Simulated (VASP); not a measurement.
# K3Pb (Fm-3m) in VASP: single point with PBE

Aim: the single point of K3Pb with PBE.

All numbers are computed with VASP 6.6.1; they aren't measurements. Logs are shortened: lines on timing, memory, paths and dates and some standing lists are left out, and cuts for length are marked.

### Step 1. The cell of the first run

The structure is cubic, space group Fm-3m (No. 225). Conventional cell: a = 9.043 Å, b = 9.043 Å, c = 9.043 Å, α = 90.00°, β = 90.00°, γ = 90.00°. K (site symmetry -43m) has 10 K at 3.92 to 4.52 Å and 4 Pb at 3.92 Å within 5.1 Å. Within 5.1 Å of K (site symmetry m-3m) lie 8 K at 3.92 Å and 6 Pb at 4.52 Å. Within 5.1 Å of Pb (site symmetry m-3m) lie 14 K at 3.92 to 4.52 Å.

### Step 2. Single point, PBE

Input file INCAR:

```
PREC     = Accurate       # precision mode
ENCUT    = 520            # plane-wave cutoff, eV
EDIFF    = 1E-7           # SCF threshold, eV
ISMEAR   = 0              # smearing method
SIGMA    = 0.1            # smearing width, eV
LREAL    = False          # projectors in reciprocal space
LASPH    = True           # aspherical terms in the spheres
NELM     = 100            # most SCF steps
ALGO     = Normal         # electronic algorithm
ISIF     = 2              # what is computed and relaxed
LWAVE    = False          # write WAVECAR
LCHARG   = True           # write CHGCAR
GGA      = PE             # functional
LELF     = True           # ELF
LVHAR    = True         
NBANDS   = 28             # bands
```

Input file KPOINTS:

```
regular mesh
0
Gamma
  4 4 4
```

Input file POSCAR:

```
K3Pb
1.0
    0.0000000000      4.5215116000      4.5215116000
    4.5215116000      0.0000000000      4.5215116000
    4.5215116000      4.5215116000      0.0000000000
K Pb
3 1
Direct
    0.2500000000      0.2500000000      0.2500000000
    0.5000000000      0.5000000000      0.5000000000
    0.7500000000      0.7500000000      0.7500000000
    0.0000000000      0.0000000000      0.0000000000
```

Potentials or basis: VASP PAW PBE potentials, release 64 (K_sv, Pb_d).

The run is started by

```sh
$ cat potpaw_PBE.64/K_sv/POTCAR potpaw_PBE.64/Pb_d/POTCAR > POTCAR
$ mpirun -np 1 vasp_std > vasp.out
```

OUTCAR:

```text
PREC = Accurate
   ENCUT = 520
   EDIFF = 1E-7
   ISMEAR = 0
   LREAL = False
   LASPH = True
   NELM = 100
   ISIF = 2
   GGA = PE

 ion  position               nearest neighbor table
   1  0.250  0.250  0.250-   4 3.92   4 3.92   4 3.92   4 3.92
   2  0.500  0.500  0.500-
   3  0.750  0.750  0.750-   4 3.92   4 3.92   4 3.92   4 3.92
   4  0.000  0.000  0.000-   3 3.92   3 3.92   3 3.92   1 3.92   3 3.92   1 3.92   1 3.92   1 3.92

  LATTYP: Found a face centered cubic cell.
 ALAT       =     9.0430232000

  Lattice vectors:

 A1 = (   0.0000000000,   4.5215116000,   4.5215116000)
 A2 = (   4.5215116000,   0.0000000000,   4.5215116000)
 A3 = (   4.5215116000,   4.5215116000,   0.0000000000)

Analysis of symmetry for initial positions (statically):
=====================================================================
 Subroutine PRICEL returns:
 Original cell was already a primitive cell.

 Routine SETGRP: Setting up the symmetry group for a
 face centered cubic supercell.

 Subroutine GETGRP returns: Found 48 space group operations
 (whereof 48 operations were pure point group operations)
 out of a pool of 48 trial point group operations.

The static configuration has the point symmetry O_h .

Analysis of symmetry for dynamics (positions and initial velocities):
=====================================================================
 Subroutine PRICEL returns:
 Original cell was already a primitive cell.

 Routine SETGRP: Setting up the symmetry group for a
 face centered cubic supercell.

 Subroutine GETGRP returns: Found 48 space group operations
 (whereof 48 operations were pure point group operations)
 out of a pool of 48 trial point group operations.

The dynamic configuration has the point symmetry O_h .

 Subroutine INISYM returns: Found 48 space group operations
 (whereof 48 operations are pure point group operations),
 and found     1 'primitive' translations

----------------------------------------------------------------------------------------

                                     Primitive cell

  volume of cell :     184.8762

  direct lattice vectors                    reciprocal lattice vectors
     0.000000000  4.521511600  4.521511600    -0.110582488  0.110582488  0.110582488
     4.521511600  0.000000000  4.521511600     0.110582488 -0.110582488  0.110582488
     4.521511600  4.521511600  0.000000000     0.110582488  0.110582488 -0.110582488

  length of vectors
     6.394383027  6.394383027  6.394383027     0.191534487  0.191534487  0.191534487

  position of ions in fractional coordinates (direct lattice)
     0.250000000  0.250000000  0.250000000
     0.500000000  0.500000000  0.500000000
     0.750000000  0.750000000  0.750000000
     0.000000000  0.000000000  0.000000000

  ion indices of the primitive-cell ions
   primitive index   ion index
                 1           1
                 2           2
                 3           3
                 4           4

----------------------------------------------------------------------------------------

 KPOINTS: regular mesh

Automatic generation of k-mesh.
 Grid dimensions read from file:
 generate k-points for:    4    4    4

 Generating k-lattice:

  Cartesian coordinates                     Fractional coordinates (reciprocal lattice)
    -0.027645622  0.027645622  0.027645622     0.250000000  0.000000000  0.000000000
     0.027645622 -0.027645622  0.027645622     0.000000000  0.250000000  0.000000000
     0.027645622  0.027645622 -0.027645622     0.000000000  0.000000000  0.250000000

  Length of vectors
     0.047883622  0.047883622  0.047883622

  Shift w.r.t. Gamma in fractional coordinates (k-lattice)
     0.000000000  0.000000000  0.000000000

 Subroutine IBZKPT returns following result:
 ===========================================

 Found      8 irreducible k-points:

 Following reciprocal coordinates:
            Coordinates               Weight
  0.000000  0.000000  0.000000      1.000000
  0.250000  0.000000  0.000000      8.000000
  0.500000  0.000000  0.000000      4.000000
  0.250000  0.250000  0.000000      6.000000
  0.500000  0.250000  0.000000     24.000000
 -0.250000  0.250000  0.000000     12.000000
  0.500000  0.500000  0.000000      3.000000
 -0.250000  0.500000  0.250000      6.000000
   k-points           NKPTS =      8   k-points in BZ     NKDIM =      8   number of bands    NBANDS=     28
   number of dos      NEDOS =    301   number of ions     NIONS =      4
   total plane-waves  NPLWV = 110592
   dimension x,y,z NGX =    48 NGY =   48 NGZ =   48
   dimension x,y,z NGXF=    96 NGYF=   96 NGZF=   96
   ions per type =               3   1
   NGX,Y,Z   is equivalent  to a cutoff of  12.48, 12.48, 12.48 a.u.
   NGXF,Y,Z  is equivalent  to a cutoff of  24.96, 24.96, 24.96 a.u.
 SYSTEM =  unknown system
   PREC   = accura    normal or accurate (medium, high low for compatibility)
   ISTART =      0    job   : 0-new  1-cont  2-samecut
   ICHARG =      2    charge: 1-file 2-atom 10-const
   ISPIN  =      1    spin polarized calculation?
   LNONCOLLINEAR =      F non collinear calculations
   LSORBIT =      F    spin-orbit coupling
   LASPH  =      T    aspherical Exc in radial PAW
   ENCUT  =  520.0 eV  38.22 Ry    6.18 a.u.  11.89 11.89 11.89*2*pi/ulx,y,z
   NELM   =    100;   NELMIN=  2; NELMDL= -5     # of ELM steps
   EDIFF  = 0.1E-06   stopping-criterion for ELM
   LREAL  =      F    real-space projection
   EDIFFG = 0.1E-05   stopping-criterion for IOM
   NSW    =      0    number of steps for IOM
   IBRION =     -1    ionic relax: 0-MD 1-quasi-New 2-CG
   NFREE  =      0    steps in history (QN), initial steepest desc. (CG)
   ISIF   =      2    stress and relaxation
   ISYM   =      2    0-nonsym 1-usesym 2-fastsym
   POTIM  = 0.5000    time-step for ionic-motion
   TEBEG  =    0.0;   TEEND  =   0.0 temperature during run
   PSTRESS=    0.0 pullay stress
   NELECT =      41.0000    total number of electrons
   NUPDOWN=      -1.0000    fix difference up-down
   EMIN   =  10.00;   EMAX   =-10.00  energy-range for DOS
   EFERMI =   0.00;   METHOD = LEGACY
   ISMEAR =     0;   SIGMA  =   0.10  broadening in eV -4-tet -1-fermi 0-gaus
   EFERMI_NEDOS =   21; number of points for ismear=-14 and -15
   IALGO  =     38    algorithm
   IMIX   =      4    mixing-type and parameters
     AMIX     =   0.40;   BMIX     =  1.00
     AMIX_MAG =   1.60;   BMIX_MAG =  1.00
  volume/ion in A,a.u.               =      46.22       311.90
  Fermi-wavevector in a.u.,A,eV,Ry     =   0.990929  1.872584 13.360104  0.981940
  Thomas-Fermi vector in A             =   2.122634
   LORBIT       =      0    0 simple, 1 ext, 2 COOP (PROOUT), +10 PAW based schemes
   GGA     = PE    functional components
   LHFCALC =     F    Hartree Fock is set to
   AEXX    =    0.0000 exact exchange contribution
   IVDW    =     0    specifies the selected vdW correction
   LEPSILON=     F    determine dielectric tensor
   LRPA    =     F    only Hartree local field effects (RPA)
 non-spin polarized calculation
 Gauss-broadening in eV      SIGMA  =   0.10
  energy-cutoff  :      520.00
  volume of cell :      184.88
 maximum number of plane-waves:      4994
   NGX = 23   NGY = 23   NGZ = 23

 number of electron      41.0000008 magnetization

 Free energy of the ion-electron system (eV)
  ---------------------------------------------------
  ext. energy  EPLUGINS =         0.00000000
  ---------------------------------------------------
  free energy    TOTEN  =        -6.86011869 eV

  energy without entropy =       -6.80394636  energy(sigma->0) =       -6.83203253

 E-fermi :   1.1842     XC(G=0):  -7.1721

 val. band max:        1.1771942609   @ k =   0.2500   0.2500   0.0000
 cond. band min:       1.2275031318   @ k =   0.2500   0.0000   0.0000
 fundamental gap:      0.0503088709
 Fermi energy:         1.1842137655

 k-point     1 :       0.0000    0.0000    0.0000
  band No.  band energies     occupation
      1     -30.7553      2.00000
      2     -30.0780      2.00000
      3     -30.0716      2.00000
      4     -14.9159      2.00000
      5     -14.9159      2.00000
      6     -14.9159      2.00000
[... 20 lines left out ...]
     27       4.0466      0.00000
     28       5.6669      0.00000

 k-point     2 :       0.2500    0.0000    0.0000
  band No.  band energies     occupation
      1     -30.7551      2.00000
      2     -30.0772      2.00000
      3     -30.0726      2.00000
      4     -14.9153      2.00000
      5     -14.9153      2.00000
      6     -14.9139      2.00000
[... 20 lines left out ...]
     27       4.2583      0.00000
     28       4.6996      0.00000

 k-point     3 :       0.5000    0.0000    0.0000
  band No.  band energies     occupation
      1     -30.7549      2.00000
      2     -30.0751      2.00000
      3     -30.0749      2.00000
      4     -14.9148      2.00000
      5     -14.9148      2.00000
      6     -14.9119      2.00000
[... 20 lines left out ...]
     27       4.6391      0.00000
     28       5.4141      0.00000

 k-point     4 :       0.2500    0.2500    0.0000
  band No.  band energies     occupation
      1     -30.7551      2.00000
      2     -30.0771      2.00000
      3     -30.0728      2.00000
      4     -14.9147      2.00000
      5     -14.9147      2.00000
      6     -14.9138      2.00000
[... 20 lines left out ...]
     27       4.5862      0.00000
     28       5.5247      0.00000

 k-point     5 :       0.5000    0.2500    0.0000
  band No.  band energies     occupation
      1     -30.7549      2.00000
      2     -30.0758      2.00000
      3     -30.0742      2.00000
      4     -14.9141      2.00000
      5     -14.9137      2.00000
      6     -14.9123      2.00000
[... 20 lines left out ...]
     27       5.0536      0.00000
     28       5.1478      0.00000

 k-point     6 :      -0.2500    0.2500    0.0000
  band No.  band energies     occupation
      1     -30.7549      2.00000
      2     -30.0761      2.00000
      3     -30.0739      2.00000
      4     -14.9146      2.00000
      5     -14.9138      2.00000
      6     -14.9128      2.00000
[... 20 lines left out ...]
     27       4.7704      0.00000
     28       5.0575      0.00000

 k-point     7 :       0.5000    0.5000    0.0000
  band No.  band energies     occupation
      1     -30.7548      2.00000
      2     -30.0762      2.00000
      3     -30.0739      2.00000
      4     -14.9135      2.00000
      5     -14.9135      2.00000
      6     -14.9119      2.00000
[... 20 lines left out ...]
     27       5.2629      0.00000
     28       5.2937      0.00000

 k-point     8 :      -0.2500    0.5000    0.2500
  band No.  band energies     occupation
      1     -30.7548      2.00000
      2     -30.0751      2.00000
      3     -30.0751      2.00000
      4     -14.9135      2.00000
      5     -14.9127      2.00000
      6     -14.9127      2.00000
[... 20 lines left out ...]
     27       5.1841      0.00000
     28       5.1845      0.00000

------------------------ aborting loop because EDIFF is reached ----------------------------------------

  FORCE on cell =-STRESS in cart. coord.  units (eV):
  Direction    XX          YY          ZZ          XY          YZ          ZX
  --------------------------------------------------------------------------------------
  -------------------------------------------------------------------------------------
  Total        0.0384272      0.0384272      0.0384272      0.0000000      0.0000000     -0.0000000
  in kB        0.3330188      0.3330188      0.3330188      0.0000000      0.0000000     -0.0000000
  external PRESSURE =       0.3330188 kB  Pullay stress =       0.0000000 kB

 VOLUME and BASIS-vectors are now :
 -----------------------------------------------------------------------------
  energy-cutoff  :      520.00
  volume of cell :      184.88
      direct lattice vectors                 reciprocal lattice vectors
     0.000000000  4.521511600  4.521511600    -0.110582488  0.110582488  0.110582488
     4.521511600  0.000000000  4.521511600     0.110582488 -0.110582488  0.110582488
     4.521511600  4.521511600  0.000000000     0.110582488  0.110582488 -0.110582488

 POSITION                                       TOTAL-FORCE (eV/Angst)
 -----------------------------------------------------------------------------------
      2.26076      2.26076      2.26076        -0.000000     -0.000000      0.000000
      4.52151      4.52151      4.52151        -0.000000      0.000000     -0.000000
      6.78227      6.78227      6.78227         0.000000      0.000000      0.000000
      0.00000      0.00000      0.00000        -0.000000      0.000000     -0.000000
 -----------------------------------------------------------------------------------
    total drift:                               -0.000000     -0.000000     -0.000000

  FREE ENERGIE OF THE ION-ELECTRON SYSTEM (eV)
  ---------------------------------------------------
  free  energy   TOTEN  =        -6.8601186940 eV

  energy  without entropy=       -6.8039463580  energy(sigma->0) =       -6.83203253
```

Run time: 40 s. Hardware: 1 thread of AMD EPYC 9R45 (Zen 5), shared host; peak memory 0.28 GiB.

Results:

```
Free energy : -6.8601 eV
Pressure    : 0.0 GPa
```

Levels at points of the mesh, in eV from the Fermi level:
```
           k point  band 17  band 18  band 19  band 20  band 21  band 22  band 23  band 24  band 25  band 26
(0.00, 0.00, 0.00)   -14.74    -7.56    -0.28     0.11     0.11     0.11     2.44     2.44     2.86     2.86
(0.50, 0.00, 0.00)   -14.75    -7.45    -1.42    -0.02    -0.02     1.33     2.61     2.61     2.74     3.45
(0.50, 0.50, 0.00)   -14.73    -7.42    -1.20    -0.10    -0.10     0.72     1.48     3.47     3.78     4.08
```

Caveat: spin-orbit coupling is left out, which moves the levels of the heavy elements.
